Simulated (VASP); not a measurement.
TePb:

```
Pb Te
1.0
     0.00000    3.21900    3.21900
     3.21900    0.00000    3.21900
     3.21900    3.21900    0.00000
Pb Te
1 1
Direct
  0.00000 0.00000 0.00000
  0.50000 0.50000 0.50000
```

Base run:

```yaml
Program: VASP 6.6.1
Functional: r2SCAN
Potentials_or_basis: VASP PAW PBE potentials, release 64 (Pb_d, Te)
Cutoff: 520 eV
k_mesh: 8 × 8 × 8
Occupations: gaussian, width 0.01 eV
Spin: non-collinear spin, zero start, spin-orbit coupling
Starting_moments: "[[0.0, 0.0, 0.0], [0.0, 0.0, 0.0]] μB"
```

Its results: pressure 2.0 GPa; net moment 0.00 μB per cell.

The run is repeated on the same cell with these changes: functional from r2SCAN to LDA; potentials or basis from VASP PAW PBE potentials, release 64 (Pb_d, Te) to VASP PAW LDA potentials, release 64 (Pb_d, Te). What comes out?

Pressure -1.3 GPa; net moment 0.00 μB per cell.

Caveats: the PAW data sets were made with another functional, which shifts forces and pressure a little (at least some runs).
